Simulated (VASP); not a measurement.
# BP (F-43m) in VASP: further runs, part 2 of 2

VASP 6.6.1.

## 3. Single point, RPBE

Input file INCAR:

```
SYSTEM = BP
ALGO = Normal
EDIFF = 1E-7
ENCUT = 520
GGA = RP
ISIF = 2
ISMEAR = 0
LASPH = .TRUE.
LCHARG = .FALSE.
LREAL = .FALSE.
LWAVE = .FALSE.
NBANDS = 11
NELM = 100
PREC = Accurate
SIGMA = 0.05
```

Input file KPOINTS:

```
k-points
0
G
  12 12 12
  0 0 0
```

Input file POSCAR:

```
BP
1.0
    0.0000000000      2.2742113017      2.2742113017
    2.2742113017      0.0000000000      2.2742113017
    2.2742113017      2.2742113017      0.0000000000
B P
1 1
Direct
    0.0000000000      0.0000000000      0.0000000000
    0.7500000000      0.7500000000      0.7500000000
```

Potentials or basis: VASP PAW PBE potentials, release 64 (B, P).

Run with:

```console
$ cat potpaw_PBE.64/B/POTCAR potpaw_PBE.64/P/POTCAR > POTCAR
$ mpirun -np 1 vasp_std > vasp.out
```

OUTCAR:

```text
SYSTEM = BP
   EDIFF = 1E-7
   ENCUT = 520
   GGA = RP
   ISIF = 2
   ISMEAR = 0
   LASPH = .TRUE.
   LREAL = .FALSE.
   NELM = 100
   PREC = Accurate

 ion  position               nearest neighbor table
   1  0.000  0.000  0.000-   2 1.97   2 1.97   2 1.97   2 1.97
   2  0.750  0.750  0.750-   1 1.97   1 1.97   1 1.97   1 1.97

  LATTYP: Found a face centered cubic cell.
 ALAT       =     4.5484226034

  Lattice vectors:

 A1 = (   0.0000000000,   2.2742113017,   2.2742113017)
 A2 = (   2.2742113017,   0.0000000000,   2.2742113017)
 A3 = (   2.2742113017,   2.2742113017,   0.0000000000)

Analysis of symmetry for initial positions (statically):
=====================================================================
 Subroutine PRICEL returns:
 Original cell was already a primitive cell.

 Routine SETGRP: Setting up the symmetry group for a
 face centered cubic supercell.

 Subroutine GETGRP returns: Found 24 space group operations
 (whereof 24 operations were pure point group operations)
 out of a pool of 48 trial point group operations.

The static configuration has the point symmetry T_d .

Analysis of symmetry for dynamics (positions and initial velocities):
=====================================================================
 Subroutine PRICEL returns:
 Original cell was already a primitive cell.

 Routine SETGRP: Setting up the symmetry group for a
 face centered cubic supercell.

 Subroutine GETGRP returns: Found 24 space group operations
 (whereof 24 operations were pure point group operations)
 out of a pool of 48 trial point group operations.

The dynamic configuration has the point symmetry T_d .

 Subroutine INISYM returns: Found 24 space group operations
 (whereof 24 operations are pure point group operations),
 and found     1 'primitive' translations

----------------------------------------------------------------------------------------

                                     Primitive cell

  volume of cell :      23.5246

[... 115 lines left out ...]
   AEXX    =    0.0000 exact exchange contribution
   IVDW    =     0    specifies the selected vdW correction
   LEPSILON=     F    determine dielectric tensor
   LRPA    =     F    only Hartree local field effects (RPA)
 non-spin polarized calculation
 Gauss-broadening in eV      SIGMA  =   0.05
  energy-cutoff  :      520.00
  volume of cell :       23.52
 maximum number of plane-waves:       648
   NGX = 11   NGY = 11   NGZ = 11

 number of electron       8.0000000 magnetization

 Free energy of the ion-electron system (eV)
  ---------------------------------------------------
  ext. energy  EPLUGINS =         0.00000000
  ---------------------------------------------------
  free energy    TOTEN  =       -12.27255134 eV

  energy without entropy =      -12.27255134  energy(sigma->0) =      -12.27255134

 E-fermi :   7.7065     XC(G=0): -10.8044

 val. band max:        7.4395777872   @ k =   0.0000   0.0000   0.0000
 cond. band min:       8.6968046854   @ k =   0.4167   0.4167   0.0000
 fundamental gap:      1.2572268982
 Fermi energy:         7.7064929690

 k-point     1 :       0.0000    0.0000    0.0000
  band No.  band energies     occupation
      1      -7.9766      2.00000
      2       7.4396      2.00000
      3       7.4396      2.00000
      4       7.4396      2.00000
      5      10.8232      0.00000
      6      10.8232      0.00000
      7      10.8232      0.00000
      8      14.7501      0.00000
      9      19.0582      0.00000
     10      19.4603      0.00000
     11      19.4603      0.00000
[... 309 lines left out ...]
 k-point    24 :      -0.4167    0.1667    0.0000
  band No.  band energies     occupation
      1      -4.3523      2.00000
      2      -1.1032      2.00000
      3       3.5479      2.00000
      4       5.1334      2.00000
      5      10.9968      0.00000
      6      13.5396      0.00000
      7      13.7215      0.00000
      8      17.8639      0.00000
      9      19.3900      0.00000
     10      20.1873      0.00000
     11      23.5786      0.00000

 [... further k-points ...]

------------------------ aborting loop because EDIFF is reached ----------------------------------------

  FORCE on cell =-STRESS in cart. coord.  units (eV):
  Direction    XX          YY          ZZ          XY          YZ          ZX
  --------------------------------------------------------------------------------------
  -------------------------------------------------------------------------------------
  Total        0.3448888      0.3448888      0.3448888     -0.0000000      0.0000000     -0.0000000
  in kB       23.4891469     23.4891469     23.4891469     -0.0000000      0.0000000     -0.0000000
  external PRESSURE =      23.4891469 kB  Pullay stress =       0.0000000 kB

 VOLUME and BASIS-vectors are now :
 -----------------------------------------------------------------------------
  energy-cutoff  :      520.00
  volume of cell :       23.52
      direct lattice vectors                 reciprocal lattice vectors
     0.000000000  2.274211302  2.274211302    -0.219856440  0.219856440  0.219856440
     2.274211302  0.000000000  2.274211302     0.219856440 -0.219856440  0.219856440
     2.274211302  2.274211302  0.000000000     0.219856440  0.219856440 -0.219856440

 POSITION                                       TOTAL-FORCE (eV/Angst)
 -----------------------------------------------------------------------------------
      0.00000      0.00000      0.00000        -0.000000     -0.000000      0.000000
      3.41132      3.41132      3.41132         0.000000      0.000000     -0.000000
 -----------------------------------------------------------------------------------
    total drift:                               -0.000000     -0.000000     -0.000000

  FREE ENERGIE OF THE ION-ELECTRON SYSTEM (eV)
  ---------------------------------------------------
  free  energy   TOTEN  =       -12.2725513432 eV

  energy  without entropy=      -12.2725513432  energy(sigma->0) =      -12.27255134
```

stdout:

```text
POSCAR found type information on POSCAR B P
 POSCAR found :  2 types and       2 ions
 scaLAPACK will be used
 -----------------------------------------------------------------------------
|                                                                             |
|                                                                             |
|     You enforced a specific xc type in the INCAR file but a different       |
|     I HOPE YOU KNOW WHAT YOU ARE DOING!                                     |
|                                                                             |
 -----------------------------------------------------------------------------

 LDA part: xc-table for (Slater+PW92), standard interpolation
 POSCAR, INCAR and KPOINTS ok, starting setup
 FFT: planning ... GRIDC
 FFT: planning ... GRID_SOFT
 FFT: planning ... GRID
 WAVECAR not read
 entering main loop
```

It took 14 s on 1 thread of AMD EPYC 7R43 (Zen 3), shared host; peak memory 0.11 GiB.

What came out:

```yaml
Free_energy: -12.2726 eV
Pressure: 2.3 GPa
Band_gap_on_the_k_mesh: 1.26 eV, indirect (least direct gap 3.38 eV)
```

Caveat: the PAW data sets were made with another functional, which shifts forces and pressure a little. A hybrid or GW would open this gap; RPBE tends to underestimate it.

## 4. Single point, PBE (volume scaled by 1.040)

Input file INCAR:

```
ALGO = Normal
EDIFF = 1E-7
ENCUT = 520
GGA = PE
ISIF = 2
ISMEAR = 0
LASPH = T
LCHARG = F
LREAL = F
LWAVE = F
NBANDS = 11
NELM = 80
PREC = Accurate
SIGMA = 0.05
```

Input file KPOINTS:

```
k-points
0
Gamma
  12 12 12
```

Input file POSCAR:

```
BP
1.0
    0.0000000000      2.3041385666      2.3041385666
    2.3041385666      0.0000000000      2.3041385666
    2.3041385666      2.3041385666      0.0000000000
B P
1 1
Direct
    0.0000000000      0.0000000000      0.0000000000
    0.7500000000      0.7500000000      0.7500000000
```

Run with:

```console
$ cat potpaw_PBE.64/B/POTCAR potpaw_PBE.64/P/POTCAR > POTCAR
$ mpirun -np 1 vasp_std > vasp.out
```

It took 14 s on 1 thread of AMD EPYC 7R43 (Zen 3), shared host; peak memory 0.1 GiB.

It converged, with:

- Free energy: -12.9125 eV
- Pressure: -6.1 GPa
- Band gap on the k mesh: 1.30 eV, indirect (least direct gap 3.34 eV)

Levels at points of the mesh, in eV from the valence-band top:
```tsv
k point	band 1	band 2	band 3	band 4	band 5	band 6	band 7	band 8
(0.00, 0.00, 0.00)	-15.05	0.00	0.00	0.00	3.34	3.34	3.34	6.68
(0.50, 0.00, 0.00)	-11.90	-8.71	-1.70	-1.70	3.51	4.68	4.68	9.97
(0.50, 0.50, 0.00)	-10.44	-8.35	-3.95	-3.95	1.42	1.70	11.70	11.70
```

## 5. Single point, PBE

Input file INCAR:

```
  PREC = Accurate
  ENCUT = 520
  EDIFF = 1E-6
  ISMEAR = 0
  SIGMA = 0.05
  LREAL = F
  LASPH = T
  NELM = 100
  ALGO = Normal
  ISIF = 2
  LWAVE = F
  LCHARG = F
  GGA = PE
  ISYM = 0
  NBANDS = 11
```

Input file KPOINTS:

```
regular mesh
0
Gamma
  12 12 12
```

Input file POSCAR:

```
BP
1.0
    0.0000000000      2.2742113017      2.2742113017
    2.2742113017      0.0000000000      2.2742113017
    2.2742113017      2.2742113017      0.0000000000
B P
1 1
Direct
    0.0000000000      0.0000000000      0.0000000000
    0.7500000000      0.7500000000      0.7500000000
```

Run with:

```console
$ cat potpaw_PBE.64/B/POTCAR potpaw_PBE.64/P/POTCAR > POTCAR
$ mpirun -np 1 vasp_std > vasp.out
```

Run time: 2.3 min. Hardware: 1 thread of AMD EPYC 7R43 (Zen 3), shared host; peak memory 0.27 GiB.

The run converged. Its results:

```
Free energy            : -12.9312 eV
Pressure               : -0.2 GPa
Band gap on the k mesh : 1.25 eV, indirect (least direct gap 3.39 eV)
```

Levels at points of the mesh, in eV from the valence-band top:
```csv
k point,band 1,band 2,band 3,band 4,band 5,band 6,band 7,band 8,band 9
"(0.00, 0.00, 0.00)",-15.40,0.00,0.00,0.00,3.39,3.39,3.39,7.27,11.47
"(0.50, 0.00, 0.00)",-12.10,-8.98,-1.75,-1.75,3.74,4.71,4.71,10.10,14.58
"(0.00, 0.50, 0.00)",-12.10,-8.98,-1.75,-1.75,3.74,4.71,4.71,10.10,14.58
"(0.00, 0.00, 0.50)",-12.10,-8.98,-1.75,-1.75,3.74,4.71,4.71,10.10,14.58
"(0.50, 0.50, 0.50)",-12.10,-8.98,-1.75,-1.75,3.74,4.71,4.71,10.10,14.58
"(0.50, 0.50, 0.00)",-10.58,-8.55,-4.09,-4.09,1.35,1.67,12.06,12.06,15.15
"(0.00, 0.50, 0.50)",-10.58,-8.55,-4.09,-4.09,1.35,1.67,12.06,12.06,15.15
"(0.50, 0.00, 0.50)",-10.58,-8.55,-4.09,-4.09,1.35,1.67,12.06,12.06,15.15
```

## 6. The runs side by side

```tsv
level	cell	gap on the mesh (eV)	pressure (GPa)
PBE	a = 3.216 Å, angles 60.0°, 2 atoms	1.25	-0.2
RPBE	a = 3.216 Å, angles 60.0°, 2 atoms	1.26	2.3
PBE	a = 3.259 Å, angles 60.0°, 2 atoms	1.30	-6.1
```

Alike in all rows: task single point; potentials or basis VASP PAW PBE potentials, release 64 (B, P); no spin polarisation; k mesh 12 × 12 × 12; cutoff (eV) 520; smearing gaussian 0.05 eV.

Caveats: the PAW data sets were made with another functional, which shifts forces and pressure a little (some runs).

Total energies depend on the potentials used, so only differences within one code and one set of settings carry meaning.
